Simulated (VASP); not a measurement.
# Al (Fm-3m) in VASP: further runs, part 2 of 2

VASP 6.6.1. The steps go on from the part before.

### Step 3. Single point, PBE

File INCAR:

```
PREC = Accurate
ENCUT = 520
EDIFF = 1E-6
ISMEAR = 0
SIGMA = 0.015
LREAL = F
LASPH = T
NELM = 60
ALGO = Fast
ISIF = 2
LWAVE = F
LCHARG = F
GGA = PE
NBANDS = 8
```

File KPOINTS:

```
Automatic mesh
0
Gamma
  11 11 11
```

File POSCAR:

```
Al
1.0
    0.0000000000      2.0248050000      2.0248050000
    2.0248050000      0.0000000000      2.0248050000
    2.0248050000      2.0248050000      0.0000000000
Al
1
Direct
    0.0000000000      0.0000000000      0.0000000000
```

Potentials or basis: VASP PAW PBE potentials, release 64 (Al).

Run with:

```
$ cat potpaw_PBE.64/Al/POTCAR > POTCAR
$ mpirun -np 1 vasp_std > vasp.out
```

OUTCAR:

```text
PREC = Accurate
   ENCUT = 520
   EDIFF = 1E-6
   ISMEAR = 0
   LREAL = F
   LASPH = T
   NELM = 60
   ISIF = 2
   GGA = PE

 ion  position               nearest neighbor table
   1  0.000  0.000  0.000-

  LATTYP: Found a face centered cubic cell.
 ALAT       =     4.0496100000

  Lattice vectors:

 A1 = (   0.0000000000,   2.0248050000,   2.0248050000)
 A2 = (   2.0248050000,   0.0000000000,   2.0248050000)
 A3 = (   2.0248050000,   2.0248050000,   0.0000000000)

Analysis of symmetry for initial positions (statically):
=====================================================================
 Subroutine PRICEL returns:
 Original cell was already a primitive cell.

 Routine SETGRP: Setting up the symmetry group for a
 face centered cubic supercell.

 Subroutine GETGRP returns: Found 48 space group operations
[... 9 lines left out ...]

 Routine SETGRP: Setting up the symmetry group for a
 face centered cubic supercell.

 Subroutine GETGRP returns: Found 48 space group operations
 (whereof 48 operations were pure point group operations)
 out of a pool of 48 trial point group operations.

The dynamic configuration has the point symmetry O_h .

 Subroutine INISYM returns: Found 48 space group operations
 (whereof 48 operations are pure point group operations),
 and found     1 'primitive' translations

----------------------------------------------------------------------------------------

                                     Primitive cell

  volume of cell :      16.6027

  direct lattice vectors                    reciprocal lattice vectors
     0.000000000  2.024805000  2.024805000    -0.246937359  0.246937359  0.246937359
     2.024805000  0.000000000  2.024805000     0.246937359 -0.246937359  0.246937359
     2.024805000  2.024805000  0.000000000     0.246937359  0.246937359 -0.246937359

  length of vectors
     2.863506692  2.863506692  2.863506692     0.427708053  0.427708053  0.427708053

  position of ions in fractional coordinates (direct lattice)
     0.000000000  0.000000000  0.000000000

  ion indices of the primitive-cell ions
   primitive index   ion index
                 1           1

----------------------------------------------------------------------------------------

 KPOINTS: Automatic mesh

Automatic generation of k-mesh.
 Grid dimensions read from file:
 generate k-points for:   11   11   11

 Generating k-lattice:

  Cartesian coordinates                     Fractional coordinates (reciprocal lattice)
    -0.022448851  0.022448851  0.022448851     0.090909091  0.000000000  0.000000000
     0.022448851 -0.022448851  0.022448851     0.000000000  0.090909091  0.000000000
     0.022448851  0.022448851 -0.022448851     0.000000000  0.000000000  0.090909091

  Length of vectors
     0.038882550  0.038882550  0.038882550

  Shift w.r.t. Gamma in fractional coordinates (k-lattice)
     0.000000000  0.000000000  0.000000000

 Subroutine IBZKPT returns following result:
 ===========================================

 Found     56 irreducible k-points:

 Following reciprocal coordinates:
            Coordinates               Weight
  0.000000  0.000000  0.000000      1.000000
  0.090909  0.000000  0.000000      8.000000
  0.181818  0.000000  0.000000      8.000000
  0.272727  0.000000  0.000000      8.000000
  0.363636  0.000000  0.000000      8.000000
  0.454545  0.000000  0.000000      8.000000
[... 16 lines left out ...]
 -0.272727  0.181818  0.000000     24.000000
 -0.181818  0.181818  0.000000     12.000000
 [... further k-points ...]
   k-points           NKPTS =     56   k-points in BZ     NKDIM =     56   number of bands    NBANDS=      8
   number of dos      NEDOS =    301   number of ions     NIONS =      1
   total plane-waves  NPLWV =  13824
   dimension x,y,z NGX =    24 NGY =   24 NGZ =   24
   dimension x,y,z NGXF=    48 NGYF=   48 NGZF=   48
   ions per type =               1
   NGX,Y,Z   is equivalent  to a cutoff of  13.93, 13.93, 13.93 a.u.
   NGXF,Y,Z  is equivalent  to a cutoff of  27.87, 27.87, 27.87 a.u.
 SYSTEM =  unknown system
   PREC   = accura    normal or accurate (medium, high low for compatibility)
   ISTART =      0    job   : 0-new  1-cont  2-samecut
   ICHARG =      2    charge: 1-file 2-atom 10-const
   ISPIN  =      1    spin polarized calculation?
   LNONCOLLINEAR =      F non collinear calculations
   LSORBIT =      F    spin-orbit coupling
   LASPH  =      T    aspherical Exc in radial PAW
   ENCUT  =  520.0 eV  38.22 Ry    6.18 a.u.   5.32  5.32  5.32*2*pi/ulx,y,z
   NELM   =     60;   NELMIN=  2; NELMDL= -5     # of ELM steps
   EDIFF  = 0.1E-05   stopping-criterion for ELM
   LREAL  =      F    real-space projection
   EDIFFG = 0.1E-04   stopping-criterion for IOM
   NSW    =      0    number of steps for IOM
   IBRION =     -1    ionic relax: 0-MD 1-quasi-New 2-CG
   NFREE  =      0    steps in history (QN), initial steepest desc. (CG)
   ISIF   =      2    stress and relaxation
   ISYM   =      2    0-nonsym 1-usesym 2-fastsym
   POTIM  = 0.5000    time-step for ionic-motion
   TEBEG  =    0.0;   TEEND  =   0.0 temperature during run
   PSTRESS=    0.0 pullay stress
   NELECT =       3.0000    total number of electrons
   NUPDOWN=      -1.0000    fix difference up-down
   EMIN   =  10.00;   EMAX   =-10.00  energy-range for DOS
   EFERMI =   0.00;   METHOD = LEGACY
   ISMEAR =     0;   SIGMA  =   0.01  broadening in eV -4-tet -1-fermi 0-gaus
   EFERMI_NEDOS =   21; number of points for ismear=-14 and -15
   IALGO  =     68    algorithm
   IMIX   =      4    mixing-type and parameters
     AMIX     =   0.40;   BMIX     =  1.00
     AMIX_MAG =   1.60;   BMIX_MAG =  1.00
  volume/ion in A,a.u.               =      16.60       112.04
  Fermi-wavevector in a.u.,A,eV,Ry     =   0.925526  1.748991 11.654733  0.856599
  Thomas-Fermi vector in A             =   2.051390
   LORBIT       =      0    0 simple, 1 ext, 2 COOP (PROOUT), +10 PAW based schemes
   GGA     = PE    functional components
   LHFCALC =     F    Hartree Fock is set to
   AEXX    =    0.0000 exact exchange contribution
   IVDW    =     0    specifies the selected vdW correction
   LEPSILON=     F    determine dielectric tensor
   LRPA    =     F    only Hartree local field effects (RPA)
 non-spin polarized calculation
 RMM-DIIS sequential band-by-band and
 Gauss-broadening in eV      SIGMA  =   0.01
  energy-cutoff  :      520.00
  volume of cell :       16.60
 maximum number of plane-waves:       459
 NGX is ok and might be reduce to    24
   NGX = 11   NGY = 11   NGZ = 11

 number of electron       3.0000000 magnetization

 Free energy of the ion-electron system (eV)
  ---------------------------------------------------
  ext. energy  EPLUGINS =         0.00000000
  ---------------------------------------------------
  free energy    TOTEN  =        -3.75260602 eV

  energy without entropy =       -3.75236329  energy(sigma->0) =       -3.75248465

 E-fermi :   7.9585     XC(G=0): -10.1745

 val. band max:        7.9412409101   @ k =  -0.4545   0.3636   0.0000
 cond. band min:       7.9681384141   @ k =   0.4545   0.1818   0.0909
 fundamental gap:      0.0268975040
 Fermi energy:         7.9585141830

 k-point     1 :       0.0000    0.0000    0.0000
  band No.  band energies     occupation
      1      -3.1565      2.00000
      2      20.5198      0.00000
      3      20.5198      0.00000
      4      20.5198      0.00000
      5      21.9648      0.00000
      6      21.9648      0.00000
      7      21.9648      0.00000
      8      24.3553      0.00000

 k-point     2 :       0.0909    0.0000    0.0000
  band No.  band energies     occupation
      1      -2.9328      2.00000
      2      17.5987      0.00000
      3      19.8715      0.00000
      4      19.8715      0.00000
      5      22.6425      0.00000
      6      22.9512      0.00000
      7      22.9512      0.00000
      8      26.1756      0.00000

 k-point     3 :       0.1818    0.0000    0.0000
  band No.  band energies     occupation
      1      -2.2640      2.00000
      2      13.9563      0.00000
      3      19.1380      0.00000
      4      19.1380      0.00000
      5      22.4111      0.00000
      6      23.7740      0.00000
      7      23.7740      0.00000
      8      25.2901      0.00000
[... 210 lines left out ...]
 k-point    23 :      -0.2727    0.1818    0.0000
  band No.  band energies     occupation
      1       0.5988      2.00000
      2       9.0785      0.00000
      3      12.4609      0.00000
      4      18.1723      0.00000
      5      20.1507      0.00000
      6      23.1105      0.00000
      7      25.5018      0.00000
      8      26.0371      0.00000

 k-point    24 :      -0.1818    0.1818    0.0000
  band No.  band energies     occupation
      1      -0.7887      2.00000
      2      11.7510      0.00000
      3      13.1865      0.00000
      4      19.7504      0.00000
      5      21.7726      0.00000
      6      22.8293      0.00000
      7      23.9312      0.00000
      8      24.8732      0.00000

 [... further k-points ...]
[... 5 lines left out ...]
  --------------------------------------------------------------------------------------
  -------------------------------------------------------------------------------------
  Total       -0.0568310     -0.0568310     -0.0568310      0.0000000     -0.0000000     -0.0000000
  in kB       -5.4842364     -5.4842364     -5.4842364      0.0000000     -0.0000000     -0.0000000
  external PRESSURE =      -5.4842364 kB  Pullay stress =       0.0000000 kB

 VOLUME and BASIS-vectors are now :
 -----------------------------------------------------------------------------
  energy-cutoff  :      520.00
  volume of cell :       16.60
      direct lattice vectors                 reciprocal lattice vectors
     0.000000000  2.024805000  2.024805000    -0.246937359  0.246937359  0.246937359
     2.024805000  0.000000000  2.024805000     0.246937359 -0.246937359  0.246937359
     2.024805000  2.024805000  0.000000000     0.246937359  0.246937359 -0.246937359

 POSITION                                       TOTAL-FORCE (eV/Angst)
 -----------------------------------------------------------------------------------
      0.00000      0.00000      0.00000        -0.000000      0.000000      0.000000
 -----------------------------------------------------------------------------------
    total drift:                                0.000000      0.000000      0.000000

  FREE ENERGIE OF THE ION-ELECTRON SYSTEM (eV)
  ---------------------------------------------------
  free  energy   TOTEN  =        -3.7526060152 eV

  energy  without entropy=       -3.7523632919  energy(sigma->0) =       -3.75248465
```

OSZICAR:

```text
N       E                     dE             d eps       ncg     rms          rms(c)
DAV:   1    -0.226518558831E+01   -0.22652E+01   -0.82053E+02   896   0.201E+02
DAV:   2    -0.376672547344E+01   -0.15015E+01   -0.14550E+01  1240   0.191E+01
DAV:   3    -0.377517672805E+01   -0.84513E-02   -0.84484E-02  1216   0.161E+00
DAV:   4    -0.377519477084E+01   -0.18043E-04   -0.18044E-04  1344   0.677E-02
DAV:   5    -0.377519482345E+01   -0.52615E-07   -0.51562E-07  1208   0.207E-03    0.129E+00
RMM:   6    -0.376211112782E+01    0.13084E-01   -0.10937E-03   896   0.189E-01    0.756E-01
RMM:   7    -0.375258991574E+01    0.95212E-02   -0.35474E-03  1009   0.324E-01    0.122E-01
RMM:   8    -0.375260471059E+01   -0.14795E-04   -0.15810E-04   999   0.791E-02    0.202E-02
RMM:   9    -0.375260656899E+01   -0.18584E-05   -0.22933E-05  1030   0.292E-02    0.130E-02
RMM:  10    -0.375260601519E+01    0.55380E-06   -0.51940E-06  1042   0.140E-02
   1 F= -.37526060E+01 E0= -.37524847E+01  d E =-.242723E-03
```

It took 3.6 s on 1 thread of Intel Xeon Platinum 8488C (Sapphire Rapids), shared host; peak memory 0.13 GiB.

What came out:

```
Free energy : -3.7526 eV
Pressure    : -0.5 GPa
```
